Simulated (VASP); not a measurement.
**InSbO2: single point with PBE**

InSbO2:

```
In Sb O
1.0
     3.45086    0.00000    0.00000
    -1.72543    2.98853    0.00000
     0.00000    0.00000    8.03709
In Sb O
1 1 2
Cartesian
  0.0000 0.0000 0.0000
  0.0000 0.0000 4.0185
  0.0000 0.0000 2.0088
  0.0000 0.0000 6.0283
```

The cell was generated, and may not be a known phase.

```json
{
  "Program": "VASP 6.6.1",
  "Task": "single point",
  "Functional": "PBE",
  "Potentials or basis": "VASP PAW PBE potentials, release 64 (In_d, Sb, O)",
  "Cutoff": "520 eV",
  "k mesh": "6 × 6 × 4",
  "Occupations": "gaussian, width 0.1 eV",
  "Spin": "no spin polarisation",
  "Dipole correction": "no",
  "Further INCAR settings": "ALGO = Normal; EDIFF = 1e-06; NBANDS = 23"
}
```

```json
{"Pressure": "0.0 GPa", "Largest force": "0.016 eV/Å", "Band gap on the k mesh": "zero (bands 15 and 16 overlap by 1.21 eV)"}
```

Forces in eV/Å, atoms in the order of the input:
```
In   0.000  0.000  0.000
Sb   0.000  0.000  0.000
O    0.000  0.000  0.016
O    0.000  0.000 -0.016
```

Stress tensor (GPa, compression positive):
```
-0.28  0.00  0.00
 0.00 -0.28  0.00
 0.00  0.00  0.54
```

Levels at points of the mesh, in eV from the Fermi level:
| k point | band 11 | band 12 | band 13 | band 14 | band 15 | band 16 | band 17 | band 18 | band 19 | band 20 |
| --- | --- | --- | --- | --- | --- | --- | --- | --- | --- | --- |
| (0.00, 0.00, 0.00) | -1.62 | -1.62 | -1.13 | -1.13 | 0.60 | 3.23 | 5.45 | 5.45 | 7.34 | 8.40 |
| (0.50, 0.00, 0.00) | -2.63 | -2.47 | -2.03 | -1.84 | -1.38 | 0.97 | 2.72 | 3.20 | 6.74 | 7.07 |
| (0.00, 0.00, 0.50) | -1.62 | -1.42 | -1.42 | -1.35 | -1.35 | 4.91 | 5.53 | 5.53 | 5.54 | 10.05 |
| (0.50, 0.00, 0.50) | -3.29 | -1.80 | -1.66 | -1.13 | -0.82 | 0.51 | 1.15 | 3.33 | 6.96 | 7.15 |

Run time: 42 s on 1 thread of Intel(R) Xeon(R) Platinum 8259CL CPU @ 2.50GHz (Skylake/Cascade Lake), on a shared host, peak memory 0.22 GiB.

Caveat: spin-orbit coupling is left out, which moves the levels of the heavy elements.
